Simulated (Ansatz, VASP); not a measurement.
## One calculation of ZnO, two programs

```
Zn O
1.0
     3.38886    0.00000    0.00000
    -1.69443    2.95880    0.00000
     0.00000    0.00000    4.47757
Zn O
2 2
Direct
  0.33395 0.66791 0.25000
  0.66605 0.33209 0.75000
  0.66588 0.33177 0.25000
  0.33412 0.66823 0.75000
```

Change from the starting cell: uniaxial_x strain -0.8%.

Alike in both runs: task single point; functional r2SCAN; k mesh 12 × 12 × 6; no spin polarisation.

|  | VASP | Ansatz |
| --- | --- | --- |
| version | VASP 6.6.1 | Ansatz 0.2.0 |
| potentials or method | VASP PAW PBE potentials, release 64 (Zn, O) | plane waves, PAW |
| plane-wave cutoff (eV) | 520 | 500 |
| occupations | gaussian, width 0.01 eV | fixed |
| valence electrons in the cell | 36 | 36 |

```csv
,VASP,Ansatz,Ansatz less VASP
gap on the k mesh at the Fermi level (eV),1.51,1.51,+0.009
pressure (GPa),2.7,1.4,-1.21
"traceless stress, the component that is largest in VASP (GPa)",-0.53,-0.49,+0.045
```

VASP's potentials were made for PBE, not for r2SCAN.
